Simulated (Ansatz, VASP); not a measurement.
# Tl in VASP and in Ansatz

```
Tl
1.0
     0.00000    2.46125    2.46125
     2.46125    0.00000    2.46125
     2.46125    2.46125    0.00000
Tl
1
Direct
  0.00000 0.00000 0.00000
```

Alike in both runs: functional r2SCAN; k mesh 14 × 14 × 14; occupations gaussian, width 0.1 eV; no spin polarisation.

Ansatz relaxed the structure, and its values are those at the end. VASP's run is a single point on that final structure, the one shown.

|  | VASP | Ansatz |
| --- | --- | --- |
| version | VASP 6.6.1 | Ansatz 0.2.0 |
| potentials or method | VASP PAW PBE potentials, release 64 (Tl_d), cutoff 520 eV | scalar-relativistic, plane waves, PAW |
| valence electrons in the cell | 13 | 13 |

|  | VASP | Ansatz | Ansatz less VASP |
| --- | --- | --- | --- |
| gap on the k mesh at the Fermi level (eV) | none | none | - |
| pressure (GPa) | 0.0 | 0.0 | +0.04 |

VASP's potentials were made for PBE, not for r2SCAN. A gap of «none» marks a metal or a gap that the smearing closes.

Neither program's run includes spin-orbit coupling.
